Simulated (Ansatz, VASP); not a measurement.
# Ge: VASP beside Ansatz

INCAR

```
SYSTEM = Ge
  PREC = Accurate
  ENCUT = 520
  EDIFF = 1E-6
  ISMEAR = 0
  SIGMA = 0.15
  LREAL = .FALSE.
  LASPH = .TRUE.
  NELM = 80
  ALGO = Normal
  ISIF = 2
  LWAVE = .FALSE.
  LCHARG = .FALSE.
  GGA = PE
  NBANDS = 21
```

The input KPOINTS:

```
Automatic mesh
0
G
  14 14 14
  0 0 0
```

File POSCAR:

```
Ge
1.0
    0.0000000000      2.7439069000      2.8712015500
    2.7439069000      0.0000000000      2.8712015500
    2.7439069000      2.7439069000      0.0000000000
Ge
2
Direct
    0.5000000000      0.5000000000      0.5000000000
    0.7500000000      0.7500000000      0.7500000000
```

Input for Ansatz:

```yaml
crystal:
  lattice:
    - [0.0, 2.7439069, 2.87120155]
    - [2.7439069, 0.0, 2.87120155]
    - [2.7439069, 2.7439069, 0.0]
  atoms:
    - { symbol: Ge, position: [0.5, 0.5, 0.5] }
    - { symbol: Ge, position: [0.75, 0.75, 0.75] }
basis:
  ecutwfc: 420
kpoints:
  mp_grid: { grid: [14, 14, 14] }
hamiltonian:
  xc: pbe
scf:
  occupations: { method: gaussian, width: 0.15 }
output:
  forces: true
  stress: true
  eigenvalues: true
```

Change from the starting cell: strain -0.030 along x and y, +0.015 along z, atoms carried along.

Alike in both runs: task single point; functional PBE; k mesh 14 × 14 × 14; occupations gaussian, width 0.15 eV; no spin polarisation.

|  | VASP | Ansatz |
| --- | --- | --- |
| version | VASP 6.6.1 | Ansatz 0.2.0 |
| potentials or method | VASP PAW PBE potentials, release 64 (Ge_d), cutoff 520 eV | scalar-relativistic, plane waves, PAW |
| valence electrons in the cell | 28 | 28 |

```csv
,VASP,Ansatz,Ansatz less VASP
gap on the k mesh at the Fermi level (eV),0.16,0.15,-0.005
least direct gap on the mesh (eV),0.32,0.31,-0.007
pressure (GPa),7.5,7.5,+0.07
"traceless stress, the component that is largest in VASP (GPa)",-2.40,-2.39,+0.008
```
